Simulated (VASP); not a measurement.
# Sc2BP3 (P-6m2) in VASP: relaxation of cell and atoms with PBE

Aim: the relaxation of cell and atoms of Sc2BP3 with PBE.

Program: VASP 6.6.1. These are calculated values, not measurements. Logs are shortened: lines on timing, memory, paths and dates and some standing lists are left out, and cuts for length are marked.

## (1) The cell of the first run

Symmetry: P-6m2, No. 187, hexagonal system. The conventional cell has a = 4.258 Å, b = 4.258 Å, c = 8.947 Å, α = 90.00°, β = 90.00°, γ = 120.00°. Sc (site symmetry -6m2) has 3 B at 2.46 Å and 6 P at 3.02 Å within 3.2 Å. Sc (site symmetry -6m2) has 5 P at 2.46 to 2.73 Å within 3.2 Å. Within 2.3 Å of B (site symmetry -6m2) lie 2 P at 1.75 Å. P (site symmetry 3m) has 1 B at 1.75 Å within 2.3 Å. Within 3.2 Å of P (site symmetry -6m2) lie 3 Sc at 2.46 Å.

The cell was generated, and may not be a known phase.

## (2) Relaxation of cell and atoms, PBE

INCAR

```
PREC = Accurate
ENCUT = 600
EDIFF = 1E-6
ISMEAR = 0
SIGMA = 0.1
LREAL = F
LASPH = T
NELM = 80
ALGO = Normal
ISIF = 3
LWAVE = F
LCHARG = F
GGA = PE
IBRION = 2
NSW = 100
EDIFFG = -0.01
```

KPOINTS

```
Automatic mesh
0
Gamma
  12 12 4
```

POSCAR

```
Sc2BP3
1.0
    4.2577950952      0.0000000000      0.0000000000
   -2.1288975476      3.6873587165      0.0000000000
    0.0000000000      0.0000000000      8.9467336909
Sc B P
2 1 3
Direct
    0.6666666667      0.3333333333      0.5000000000
    0.3333333333      0.6666666667      0.0000000000
    0.3333333333      0.6666666667      0.5000000000
    0.3333333333      0.6666666667      0.3047609964
    0.3333333333      0.6666666667      0.6952390036
    0.6666666667      0.3333333333      0.0000000000
```

Potentials or basis: VASP PAW PBE potentials, release 64 (Sc_sv, B, P).

On the command line:

```console
cat potpaw_PBE.64/Sc_sv/POTCAR potpaw_PBE.64/B/POTCAR potpaw_PBE.64/P/POTCAR > POTCAR
mpirun -np 1 vasp_std > vasp.out
```

OUTCAR:

```text
PREC = Accurate
   ENCUT = 600
   EDIFF = 1E-6
   ISMEAR = 0
   LREAL = F
   LASPH = T
   NELM = 80
   ISIF = 3
   GGA = PE
   IBRION = 2
   NSW = 100
   EDIFFG = -0.01

 ion  position               nearest neighbor table
   1  0.667  0.333  0.500-   3 2.46   3 2.46   3 2.46   4 3.02   5 3.02   4 3.02   5 3.02   5 3.02
                             4 3.02
   2  0.333  0.667  0.000-   6 2.46   6 2.46   6 2.46   4 2.73   5 2.73
   3  0.333  0.667  0.500-   4 1.75   5 1.75   1 2.46   1 2.46   1 2.46
   4  0.333  0.667  0.305-   3 1.75   2 2.73   1 3.02   1 3.02   1 3.02
   5  0.333  0.667  0.695-   3 1.75   2 2.73   1 3.02   1 3.02   1 3.02
   6  0.667  0.333  0.000-   2 2.46   2 2.46   2 2.46

  LATTYP: Found a hexagonal cell.
 ALAT       =     4.2577950952
 C/A-ratio  =     2.1012598049

  Lattice vectors:

 A1 = (   4.2577950952,   0.0000000000,   0.0000000000)
 A2 = (  -2.1288975476,   3.6873587165,   0.0000000000)
 A3 = (   0.0000000000,   0.0000000000,   8.9467336909)

Analysis of symmetry for initial positions (statically):
=====================================================================
 Subroutine PRICEL returns:
 Original cell was already a primitive cell.

 Routine SETGRP: Setting up the symmetry group for a
 hexagonal supercell.

 Subroutine GETGRP returns: Found 12 space group operations
 (whereof 12 operations were pure point group operations)
 out of a pool of 24 trial point group operations.

The static configuration has the point symmetry D_3h.

Analysis of symmetry for dynamics (positions and initial velocities):
=====================================================================
 Subroutine PRICEL returns:
 Original cell was already a primitive cell.

 Routine SETGRP: Setting up the symmetry group for a
 hexagonal supercell.

 Subroutine GETGRP returns: Found 12 space group operations
 (whereof 12 operations were pure point group operations)
 out of a pool of 24 trial point group operations.

The dynamic configuration has the point symmetry D_3h.

 Subroutine INISYM returns: Found 12 space group operations
 (whereof 12 operations are pure point group operations),
 and found     1 'primitive' translations

----------------------------------------------------------------------------------------

                                     Primitive cell

  volume of cell :     140.4639

  direct lattice vectors                    reciprocal lattice vectors
     4.257795095  0.000000000  0.000000000     0.234863345  0.135598416  0.000000000
    -2.128897548  3.687358716  0.000000000     0.000000000  0.271196831  0.000000000
     0.000000000  0.000000000  8.946733691     0.000000000  0.000000000  0.111772635

  length of vectors
     4.257795095  4.257795095  8.946733691     0.271196831  0.271196831  0.111772635

  position of ions in fractional coordinates (direct lattice)
     0.666666667  0.333333333  0.500000000
     0.333333333  0.666666667  0.000000000
     0.333333333  0.666666667  0.500000000
     0.333333333  0.666666667  0.304760996
     0.333333333  0.666666667  0.695239004
     0.666666667  0.333333333  0.000000000

  ion indices of the primitive-cell ions
   primitive index   ion index
                 1           1
                 2           2
                 3           3
                 4           4
                 5           5
                 6           6

----------------------------------------------------------------------------------------

 KPOINTS: Automatic mesh

Automatic generation of k-mesh.
 Grid dimensions read from file:
 generate k-points for:   12   12    4

 Generating k-lattice:

  Cartesian coordinates                     Fractional coordinates (reciprocal lattice)
     0.019571945  0.011299868  0.000000000     0.083333333  0.000000000  0.000000000
     0.000000000  0.022599736  0.000000000     0.000000000  0.083333333  0.000000000
     0.000000000  0.000000000  0.027943159     0.000000000  0.000000000  0.250000000

  Length of vectors
     0.022599736  0.022599736  0.027943159

  Shift w.r.t. Gamma in fractional coordinates (k-lattice)
     0.000000000  0.000000000  0.000000000

 Subroutine IBZKPT returns following result:
 ===========================================

 Found     57 irreducible k-points:

 Following reciprocal coordinates:
            Coordinates               Weight
  0.000000  0.000000  0.000000      1.000000
  0.083333  0.000000  0.000000      6.000000
  0.166667  0.000000  0.000000      6.000000
  0.250000  0.000000  0.000000      6.000000
  0.333333  0.000000  0.000000      6.000000
  0.416667  0.000000  0.000000      6.000000
[... 16 lines left out ...]
  0.250000  0.000000  0.250000     12.000000
  0.333333  0.000000  0.250000     12.000000
 [... further k-points ...]
   k-points           NKPTS =     57   k-points in BZ     NKDIM =     57   number of bands    NBANDS=     24
   number of dos      NEDOS =    301   number of ions     NIONS =      6
   total plane-waves  NPLWV =  93312
   dimension x,y,z NGX =    36 NGY =   36 NGZ =   72
   dimension x,y,z NGXF=    72 NGYF=   72 NGZF=  144
   ions per type =               2   1   3
   NGX,Y,Z   is equivalent  to a cutoff of  14.06, 14.06, 13.38 a.u.
   NGXF,Y,Z  is equivalent  to a cutoff of  28.11, 28.11, 26.76 a.u.
 SYSTEM =  unknown system
   PREC   = accura    normal or accurate (medium, high low for compatibility)
   ISTART =      0    job   : 0-new  1-cont  2-samecut
   ICHARG =      2    charge: 1-file 2-atom 10-const
   ISPIN  =      1    spin polarized calculation?
   LNONCOLLINEAR =      F non collinear calculations
   LSORBIT =      F    spin-orbit coupling
   LASPH  =      T    aspherical Exc in radial PAW
   ENCUT  =  600.0 eV  44.10 Ry    6.64 a.u.   8.50  8.50 17.87*2*pi/ulx,y,z
   NELM   =     80;   NELMIN=  2; NELMDL= -5     # of ELM steps
   EDIFF  = 0.1E-05   stopping-criterion for ELM
   LREAL  =      F    real-space projection
   EDIFFG = -.1E-01   stopping-criterion for IOM
   NSW    =    100    number of steps for IOM
   IBRION =      2    ionic relax: 0-MD 1-quasi-New 2-CG
   NFREE  =      1    steps in history (QN), initial steepest desc. (CG)
   ISIF   =      3    stress and relaxation
   ISYM   =      2    0-nonsym 1-usesym 2-fastsym
   POTIM  = 0.5000    time-step for ionic-motion
   TEBEG  =    0.0;   TEEND  =   0.0 temperature during run
   PSTRESS=    0.0 pullay stress
   NELECT =      40.0000    total number of electrons
   NUPDOWN=      -1.0000    fix difference up-down
   EMIN   =  10.00;   EMAX   =-10.00  energy-range for DOS
   EFERMI =   0.00;   METHOD = LEGACY
   ISMEAR =     0;   SIGMA  =   0.10  broadening in eV -4-tet -1-fermi 0-gaus
   EFERMI_NEDOS =   21; number of points for ismear=-14 and -15
   IALGO  =     38    algorithm
   IMIX   =      4    mixing-type and parameters
     AMIX     =   0.40;   BMIX     =  1.00
     AMIX_MAG =   1.60;   BMIX_MAG =  1.00
  volume/ion in A,a.u.               =      23.41       157.98
  Fermi-wavevector in a.u.,A,eV,Ry     =   1.077060  2.035348 15.783554  1.160058
  Thomas-Fermi vector in A             =   2.212962
   LORBIT       =      0    0 simple, 1 ext, 2 COOP (PROOUT), +10 PAW based schemes
   GGA     = PE    functional components
   LHFCALC =     F    Hartree Fock is set to
   AEXX    =    0.0000 exact exchange contribution
   IVDW    =     0    specifies the selected vdW correction
   LEPSILON=     F    determine dielectric tensor
   LRPA    =     F    only Hartree local field effects (RPA)
 conjugate gradient relaxation of ions
 non-spin polarized calculation
 Gauss-broadening in eV      SIGMA  =   0.10
  energy-cutoff  :      600.00
  volume of cell :      140.46
 maximum number of plane-waves:      4733
 NGX is ok and might be reduce to    36
   NGX = 17   NGY = 17   NGZ = 35

--------------------------------------- Ionic step        1  -------------------------------------------

 number of electron      40.0000004 magnetization

 Free energy of the ion-electron system (eV)
  ---------------------------------------------------
  ext. energy  EPLUGINS =         0.00000000
  ---------------------------------------------------
  free energy    TOTEN  =       -37.25290365 eV

  energy without entropy =      -37.23993739  energy(sigma->0) =      -37.24642052

------------------------ aborting loop because EDIFF is reached ----------------------------------------

  FORCE on cell =-STRESS in cart. coord.  units (eV):
  Direction    XX          YY          ZZ          XY          YZ          ZX
  --------------------------------------------------------------------------------------
  -------------------------------------------------------------------------------------
  Total        0.1995782      0.1995782     -0.5847238      0.0000000      0.0000000     -0.0000000
  in kB        2.2764545      2.2764545     -6.6695520      0.0000000      0.0000000     -0.0000000
  external PRESSURE =      -0.7055477 kB  Pullay stress =       0.0000000 kB

 VOLUME and BASIS-vectors are now :
 -----------------------------------------------------------------------------
  energy-cutoff  :      600.00
  volume of cell :      140.46
      direct lattice vectors                 reciprocal lattice vectors
     4.257795095  0.000000000  0.000000000     0.234863345  0.135598416  0.000000000
    -2.128897548  3.687358716  0.000000000     0.000000000  0.271196831  0.000000000
     0.000000000  0.000000000  8.946733691     0.000000000  0.000000000  0.111772635
[... 201 lines left out ...]
 POSITION                                       TOTAL-FORCE (eV/Angst)
 -----------------------------------------------------------------------------------
      2.13412      1.23214      4.43935         0.000000      0.000000     -0.000000
     -0.00000      2.46427      0.00000        -0.000000      0.000000     -0.000000
     -0.00000      2.46427      4.43935         0.000000      0.000000     -0.000000
     -0.00000      2.46427      2.69345         0.000000     -0.000000     -0.006845
     -0.00000      2.46427      6.18526        -0.000000      0.000000      0.006845
      2.13412      1.23214     -0.00000        -0.000000     -0.000000     -0.000000
 -----------------------------------------------------------------------------------
    total drift:                               -0.000000      0.000000      0.000000

  FREE ENERGIE OF THE ION-ELECTRON SYSTEM (eV)
  ---------------------------------------------------
  free  energy   TOTEN  =       -37.2563589993 eV

  energy  without entropy=      -37.2421689134  energy(sigma->0) =      -37.24926396

--------------------------------------- Ionic step        7  -------------------------------------------

 number of electron      40.0000002 magnetization

 Free energy of the ion-electron system (eV)
  ---------------------------------------------------
  ext. energy  EPLUGINS =         0.00000000
  ---------------------------------------------------
  free energy    TOTEN  =       -37.25640600 eV

  energy without entropy =      -37.24219053  energy(sigma->0) =      -37.24929826

 E-fermi :   3.1442     XC(G=0):  -8.8293

 val. band max:        3.1386943454   @ k =   0.4167   0.0000   0.0000
 cond. band min:       3.1462639435   @ k =   0.3333   0.1667   0.0000
 fundamental gap:      0.0075695982
 Fermi energy:         3.1441945899

 k-point     1 :       0.0000    0.0000    0.0000
  band No.  band energies     occupation
      1     -47.4695      2.00000
      2     -45.9755      2.00000
      3     -26.1060      2.00000
      4     -26.1060      2.00000
      5     -26.0018      2.00000
      6     -24.7670      2.00000
[... 16 lines left out ...]
     23       4.6426      0.00000
     24       4.7420      0.00000
[... 598 lines left out ...]
      2     -45.9745      2.00000
      3     -26.1246      2.00000
      4     -26.1108      2.00000
      5     -25.9991      2.00000
      6     -24.7651      2.00000
[... 16 lines left out ...]
     23       4.4247      0.00000
     24       4.8225      0.00000

 [... further k-points ...]
[... 5 lines left out ...]
  --------------------------------------------------------------------------------------
  -------------------------------------------------------------------------------------
  Total        0.0084671      0.0084671     -0.0285607      0.0000000      0.0000000      0.0000000
  in kB        0.0969765      0.0969765     -0.3271154      0.0000000      0.0000000      0.0000000
  external PRESSURE =      -0.0443875 kB  Pullay stress =       0.0000000 kB

 VOLUME and BASIS-vectors are now :
 -----------------------------------------------------------------------------
  energy-cutoff  :      600.00
  volume of cell :      139.89
      direct lattice vectors                 reciprocal lattice vectors
     4.265960482 -0.000000000 -0.000000000     0.234413798  0.135338870  0.000000000
    -2.132980241  3.694430149  0.000000000    -0.000000000  0.270677739 -0.000000000
    -0.000000000  0.000000000  8.875935501     0.000000000  0.000000000  0.112664181

 POSITION                                       TOTAL-FORCE (eV/Angst)
 -----------------------------------------------------------------------------------
      2.13298      1.23148      4.43797         0.000000     -0.000000      0.000000
     -0.00000      2.46295      0.00000         0.000000     -0.000000      0.000000
     -0.00000      2.46295      4.43797         0.000000     -0.000000      0.000000
     -0.00000      2.46295      2.69191        -0.000000      0.000000      0.002639
     -0.00000      2.46295      6.18403         0.000000     -0.000000     -0.002639
      2.13298      1.23148     -0.00000        -0.000000      0.000000      0.000000
 -----------------------------------------------------------------------------------
    total drift:                               -0.000000      0.000000      0.000000

  FREE ENERGIE OF THE ION-ELECTRON SYSTEM (eV)
  ---------------------------------------------------
  free  energy   TOTEN  =       -37.2564059956 eV

  energy  without entropy=      -37.2421905306  energy(sigma->0) =      -37.24929826

 reached required accuracy - stopping structural energy minimisation
```

Wall time 22 min (1 thread of Oxide Virtual Turin-like, shared host); peak memory 0.43 GiB.

Results:

| Property | Result |
| --- | --- |
| Free energy | -37.2564 eV |
| Relaxed volume | 23.31 Å³/atom |
| Relaxed cell | a = 4.266 Å, b = 4.266 Å, c = 8.876 Å, α = 90.00°, β = 90.00°, γ = 120.00° |
| Space group after relaxing (to 0.1 Å) | P-6m2 (No. 187) |
| Energy gained by relaxing | 0.6 meV/atom |
| Ionic steps | 7 |
| Pressure after relaxing | 0.0 GPa |
| Band gap on the k mesh | zero (bands 20 and 21 overlap by 0.26 eV) |

Forces on the atoms (eV/Å):
```
Sc   0.000  0.000  0.000
Sc   0.000  0.000  0.000
B    0.000  0.000  0.000
P    0.000  0.000  0.003
P    0.000  0.000 -0.003
P    0.000  0.000  0.000
```

Step by step:
```
step  energy change (eV)  largest force (eV/Å)  pressure (GPa)  volume (Å³)
   1              0.0000                0.0513           -0.07       140.46
   2             -0.0018                0.1936            0.10       140.25
   3             -0.0018                0.1923            0.09       140.26
   4             -0.0030                0.0921           -0.03       140.27
   5             -0.0033                0.0157           -0.13       140.28
   6             -0.0035                0.0068           -0.07       140.08
   7             -0.0035                0.0026            0.00       139.89
```

Final structure:
```
CELL_PARAMETERS angstrom
4.26596 0.00000 0.00000
-2.13298 3.69443 0.00000
0.00000 0.00000 8.87594
ATOMIC_POSITIONS crystal
Sc 0.66667 0.33333 0.50000
Sc 0.33333 0.66667 0.00000
B 0.33333 0.66667 0.50000
P 0.33333 0.66667 0.30328
P 0.33333 0.66667 0.69672
P 0.66667 0.33333 0.00000
```

Levels at points of the mesh, in eV from the Fermi level:
| k point | band 17 | band 18 | band 19 | band 20 | band 21 | band 22 | band 23 | band 24 |
| --- | --- | --- | --- | --- | --- | --- | --- | --- |
| (0.00, 0.00, 0.00) | -1.68 | -1.03 | -1.03 | 0.25 | 0.67 | 1.50 | 1.50 | 1.60 |
| (0.50, 0.00, 0.00) | -2.29 | -1.70 | -0.84 | -0.38 | -0.01 | 0.84 | 1.29 | 1.60 |
| (0.00, 0.00, 0.50) | -1.72 | -0.87 | -0.87 | -0.28 | 1.04 | 1.04 | 1.15 | 1.75 |
| (0.50, 0.00, 0.50) | -1.78 | -1.77 | -1.59 | -0.61 | 0.63 | 0.85 | 0.93 | 1.68 |

Caveat: semilocal functionals underestimate gaps, and a narrow one can read as zero.
